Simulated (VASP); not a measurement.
# TiO (P6_3/mmc) in VASP: further runs, part 2 of 2

VASP 6.6.1. Earlier steps stand in the parts before.

**5. Single point, PBEsol**

The input, INCAR:

```
SYSTEM = TiO
PREC = Accurate ; ENCUT = 520
EDIFF = 1E-6 ; ISMEAR = 0
SIGMA = 0.1 ; LREAL = .FALSE.
LASPH = .TRUE. ; NELM = 80
ALGO = Normal ; ISIF = 2
LWAVE = .FALSE. ; LCHARG = .TRUE.
GGA = PS ; LELF = .TRUE.
LVHAR = .TRUE. ; NBANDS = 26
```

The input, KPOINTS:

```
Automatic mesh
0
G
  9 9 4
  0 0 0
```

The input, POSCAR:

```
TiO
1.0
    2.8516080131      0.0000000000      0.0000000000
   -1.4258040066      2.4695649810      0.0000000000
    0.0000000000      0.0000000000      5.5675030000
Ti O
2 2
Direct
    0.3333333333      0.6666666667      0.2500000000
    0.6666666667      0.3333333333      0.7500000000
    0.0000000000      0.0000000000      0.0000000000
    0.0000000000      0.0000000000      0.5000000000
```

Potentials or basis: VASP PAW PBE potentials, release 64 (Ti_sv, O).

Command:

```bash
> cat potpaw_PBE.64/Ti_sv/POTCAR potpaw_PBE.64/O/POTCAR > POTCAR
> mpirun -np 1 vasp_std > vasp.out
```

OUTCAR:

```text
SYSTEM = TiO
   PREC = Accurate
   ENCUT = 520
   EDIFF = 1E-6
   ISMEAR = 0
   LREAL = .FALSE.
   LASPH = .TRUE.
   NELM = 80
   ISIF = 2
   GGA = PS

 ion  position               nearest neighbor table
   1  0.333  0.667  0.250-   3 2.16   4 2.16   3 2.16   4 2.16   3 2.16   4 2.16
   2  0.667  0.333  0.750-   3 2.16   4 2.16   3 2.16   4 2.16   3 2.16   4 2.16
   3  0.000  0.000  0.000-   1 2.16   2 2.16   2 2.16   1 2.16   2 2.16   1 2.16
   4  0.000  0.000  0.500-   1 2.16   2 2.16   2 2.16   1 2.16   2 2.16   1 2.16

  LATTYP: Found a hexagonal cell.
 ALAT       =     2.8516080131
 C/A-ratio  =     1.9524082463

  Lattice vectors:

 A1 = (   2.8516080131,   0.0000000000,   0.0000000000)
 A2 = (  -1.4258040066,   2.4695649810,   0.0000000000)
 A3 = (   0.0000000000,   0.0000000000,   5.5675030000)

Analysis of symmetry for initial positions (statically):
=====================================================================
 Subroutine PRICEL returns:
 Original cell was already a primitive cell.

 Routine SETGRP: Setting up the symmetry group for a
 hexagonal supercell.

 Subroutine GETGRP returns: Found 24 space group operations
 (whereof 12 operations were pure point group operations)
 out of a pool of 24 trial point group operations.

The static configuration has the point symmetry D_3d.
 The point group associated with its full space group is D_6h.

Analysis of symmetry for dynamics (positions and initial velocities):
=====================================================================
 Subroutine PRICEL returns:
 Original cell was already a primitive cell.

 Routine SETGRP: Setting up the symmetry group for a
 hexagonal supercell.

 Subroutine GETGRP returns: Found 24 space group operations
 (whereof 12 operations were pure point group operations)
 out of a pool of 24 trial point group operations.

The dynamic configuration has the point symmetry D_3d.
[... 116 lines left out ...]
   NUPDOWN=      -1.0000    fix difference up-down
   EMIN   =  10.00;   EMAX   =-10.00  energy-range for DOS
   EFERMI =   0.00;   METHOD = LEGACY
   ISMEAR =     0;   SIGMA  =   0.10  broadening in eV -4-tet -1-fermi 0-gaus
   EFERMI_NEDOS =   21; number of points for ismear=-14 and -15
   IALGO  =     38    algorithm
   IMIX   =      4    mixing-type and parameters
     AMIX     =   0.40;   BMIX     =  1.00
     AMIX_MAG =   1.60;   BMIX_MAG =  1.00
  volume/ion in A,a.u.               =       9.80        66.15
  Fermi-wavevector in a.u.,A,eV,Ry     =   1.591178  3.006890 34.447873  2.531847
  Thomas-Fermi vector in A             =   2.689758
   LORBIT       =      0    0 simple, 1 ext, 2 COOP (PROOUT), +10 PAW based schemes
   GGA     = PS    functional components
   LHFCALC =     F    Hartree Fock is set to
   AEXX    =    0.0000 exact exchange contribution
   IVDW    =     0    specifies the selected vdW correction
   LEPSILON=     F    determine dielectric tensor
   LRPA    =     F    only Hartree local field effects (RPA)
 non-spin polarized calculation
 Gauss-broadening in eV      SIGMA  =   0.10
  energy-cutoff  :      520.00
  volume of cell :       39.21
 maximum number of plane-waves:      1069
 NGX is ok and might be reduce to    24
   NGX = 11   NGY = 11   NGZ = 21

 number of electron      35.9999992 magnetization

 Free energy of the ion-electron system (eV)
  ---------------------------------------------------
  ext. energy  EPLUGINS =         0.00000000
  ---------------------------------------------------
  free energy    TOTEN  =       -37.35394158 eV

  energy without entropy =      -37.34885724  energy(sigma->0) =      -37.35139941

 E-fermi :  11.2265     XC(G=0): -13.0286

 val. band max:       11.1938782817   @ k =   0.4444   0.1111   0.0000
 cond. band min:      11.2504835027   @ k =   0.0000   0.0000   0.2500
 fundamental gap:      0.0566052210
 Fermi energy:        11.2265363575

 k-point     1 :       0.0000    0.0000    0.0000
  band No.  band energies     occupation
      1     -46.4139      2.00000
      2     -46.3693      2.00000
      3     -23.2699      2.00000
      4     -22.7865      2.00000
      5     -22.3745      2.00000
      6     -22.3745      2.00000
[... 685 lines left out ...]
     25      14.3795      0.00000
     26      14.5859      0.00000

 [... further k-points ...]
[... 5 lines left out ...]
  --------------------------------------------------------------------------------------
  -------------------------------------------------------------------------------------
  Total       -2.0656842     -2.0656842     -2.7105707      0.0000000      0.0000000      0.0000000
  in kB      -84.4119162    -84.4119163   -110.7644946      0.0000000      0.0000000      0.0000000
  external PRESSURE =     -93.1961090 kB  Pullay stress =       0.0000000 kB

 VOLUME and BASIS-vectors are now :
 -----------------------------------------------------------------------------
  energy-cutoff  :      520.00
  volume of cell :       39.21
      direct lattice vectors                 reciprocal lattice vectors
     2.851608013  0.000000000  0.000000000     0.350679334  0.202464808  0.000000000
    -1.425804007  2.469564981  0.000000000     0.000000000  0.404929616  0.000000000
     0.000000000  0.000000000  5.567503000     0.000000000  0.000000000  0.179613733

 POSITION                                       TOTAL-FORCE (eV/Angst)
 -----------------------------------------------------------------------------------
     -0.00000      1.64638      1.39188         0.000000      0.000000      0.000000
      1.42580      0.82319      4.17563        -0.000000     -0.000000      0.000000
      0.00000      0.00000      0.00000        -0.000000      0.000000      0.000000
      0.00000      0.00000      2.78375        -0.000000      0.000000      0.000000
 -----------------------------------------------------------------------------------
    total drift:                               -0.000000      0.000000     -0.000000

  FREE ENERGIE OF THE ION-ELECTRON SYSTEM (eV)
  ---------------------------------------------------
  free  energy   TOTEN  =       -37.3539415799 eV

  energy  without entropy=      -37.3488572432  energy(sigma->0) =      -37.35139941
```

OSZICAR:

```text
N       E                     dE             d eps       ncg     rms          rms(c)
DAV:   1     0.439816076478E+03    0.43982E+03   -0.18165E+04  1880   0.174E+03
DAV:   2     0.141853146816E+02   -0.42563E+03   -0.40806E+03  1968   0.497E+02
DAV:   3    -0.391692224688E+02   -0.53355E+02   -0.52235E+02  2576   0.164E+02
DAV:   4    -0.432423465037E+02   -0.40731E+01   -0.40366E+01  2692   0.389E+01
DAV:   5    -0.433614766635E+02   -0.11913E+00   -0.11910E+00  2450   0.591E+00    0.207E+01
DAV:   6    -0.376082514230E+02    0.57532E+01   -0.31785E+01  2540   0.547E+01    0.679E+00
DAV:   7    -0.373929213977E+02    0.21533E+00   -0.28806E+00  2298   0.153E+01    0.523E+00
DAV:   8    -0.374094074140E+02   -0.16486E-01   -0.10696E+00  2242   0.766E+00    0.279E+00
DAV:   9    -0.373520996102E+02    0.57308E-01   -0.32957E-01  2020   0.433E+00    0.914E-01
DAV:  10    -0.373547156069E+02   -0.26160E-02   -0.14347E-02  2570   0.964E-01    0.315E-01
DAV:  11    -0.373539464376E+02    0.76917E-03   -0.42647E-03  2052   0.474E-01    0.518E-02
DAV:  12    -0.373539456341E+02    0.80351E-06   -0.16438E-04  2356   0.109E-01    0.290E-02
DAV:  13    -0.373539417895E+02    0.38446E-05   -0.11221E-05  2156   0.242E-02    0.114E-02
DAV:  14    -0.373539415799E+02    0.20955E-06   -0.21691E-06  1558   0.114E-02
   1 F= -.37353942E+02 E0= -.37351399E+02  d E =-.508434E-02
```

stdout:

```text
POSCAR found type information on POSCAR TiO
 POSCAR found :  2 types and       4 ions
 scaLAPACK will be used
 -----------------------------------------------------------------------------
|                                                                             |
|                                                                             |
|     You enforced a specific xc type in the INCAR file but a different       |
|     I HOPE YOU KNOW WHAT YOU ARE DOING!                                     |
|                                                                             |
 -----------------------------------------------------------------------------

 LDA part: xc-table for (Slater+PW92), standard interpolation
 POSCAR, INCAR and KPOINTS ok, starting setup
 FFT: planning ... GRIDC
 FFT: planning ... GRID_SOFT
 FFT: planning ... GRID
 WAVECAR not read
 entering main loop
```

Wall time 36 s (1 thread of AMD EPYC 7R13 (Zen 3), shared host); peak memory 0.15 GiB.

Results:

- Free energy: -37.3539 eV
- Pressure: -9.3 GPa
- Band gap on the k mesh: zero (band 18 reaches 11.19 eV, above the bottom of band 19 at 10.99 eV)

Stress tensor (GPa, compression positive):
```
 -8.44   0.00   0.00
  0.00  -8.44   0.00
  0.00   0.00 -11.08
```

Levels at points of the mesh, in eV from the Fermi level:
| k point | band 15 | band 16 | band 17 | band 18 | band 19 | band 20 | band 21 | band 22 |
| --- | --- | --- | --- | --- | --- | --- | --- | --- |
| (0.00, 0.00, 0.00) | -5.38 | -5.33 | -2.09 | -0.24 | -0.24 | 0.03 | 0.77 | 0.77 |
| (0.00, 0.00, 0.50) | -5.66 | -5.66 | -0.62 | -0.62 | 0.60 | 0.60 | 0.60 | 0.60 |

Caveat: the PAW data sets were made with another functional, which shifts forces and pressure a little; semilocal functionals often make such compounds metallic where correlation or magnetic order opens a gap, which also shifts bond lengths.

**6. Single point, PBEsol**

The input, INCAR:

```
SYSTEM = TiO
PREC = Accurate
ENCUT = 520
EDIFF = 1E-6
ISMEAR = 0
SIGMA = 0.2
LREAL = .False.
LASPH = .True.
NELM = 100
ALGO = Normal
ISIF = 2
LWAVE = .False.
LCHARG = .True.
GGA = PS
LELF = .True.
LVHAR = .True.
NBANDS = 26
```

The input, KPOINTS:

```
Automatic mesh
0
Gamma
  9 9 4
  0 0 0
```

POSCAR is that of step 5.

Potentials or basis: VASP PAW PBE potentials, release 64 (Ti_sv, O).

Command:

```bash
> cat potpaw_PBE.64/Ti_sv/POTCAR potpaw_PBE.64/O/POTCAR > POTCAR
> mpirun -np 1 vasp_std > vasp.out
```

It took 34 s on 1 thread of AMD EPYC 7R13 (Zen 3), shared host; peak memory 0.15 GiB.

It converged, with:

```
Free energy            : -37.3607 eV
Pressure               : -9.3 GPa
Band gap on the k mesh : zero (band 18 reaches 11.20 eV, above the bottom of band 19 at 10.99 eV)
```

Stress tensor (GPa, compression positive):
```
 -8.30   0.00   0.00
  0.00  -8.30   0.00
  0.00   0.00 -11.41
```

Levels at points of the mesh, in eV from the Fermi level:
```csv
k point,band 15,band 16,band 17,band 18,band 19,band 20,band 21,band 22
"(0.00, 0.00, 0.00)",-5.43,-5.37,-2.13,-0.28,-0.28,-0.02,0.73,0.73
"(0.00, 0.00, 0.50)",-5.70,-5.70,-0.66,-0.66,0.56,0.56,0.56,0.56
```

Caveat: the PAW data sets were made with another functional, which shifts forces and pressure a little; semilocal functionals often make such compounds metallic where correlation or magnetic order opens a gap, which also shifts bond lengths.

**7. The runs side by side**

| k mesh | smearing | gap on the mesh (eV) | pressure (GPa) |
| --- | --- | --- | --- |
| 6 × 6 × 4 | gaussian 0.1 eV | none | -9.3 |
| 9 × 9 × 4 | gaussian 0.01 eV | none | -9.3 |
| 9 × 9 × 4 | gaussian 0.05 eV | none | -9.3 |
| 9 × 9 × 4 | gaussian 0.1 eV | none | -9.3 |
| 9 × 9 × 4 | gaussian 0.2 eV | none | -9.3 |

Alike in all rows: task single point; level PBEsol; potentials or basis VASP PAW PBE potentials, release 64 (Ti_sv, O); no spin polarisation; cell as given; cutoff (eV) 520.

Caveats: some runs use coarse meshes; the PAW data sets were made with another functional, which shifts forces and pressure a little; semilocal functionals often make such compounds metallic where correlation or magnetic order opens a gap, which also shifts bond lengths.

Absolute energies hang on the potentials; compare differences alone.
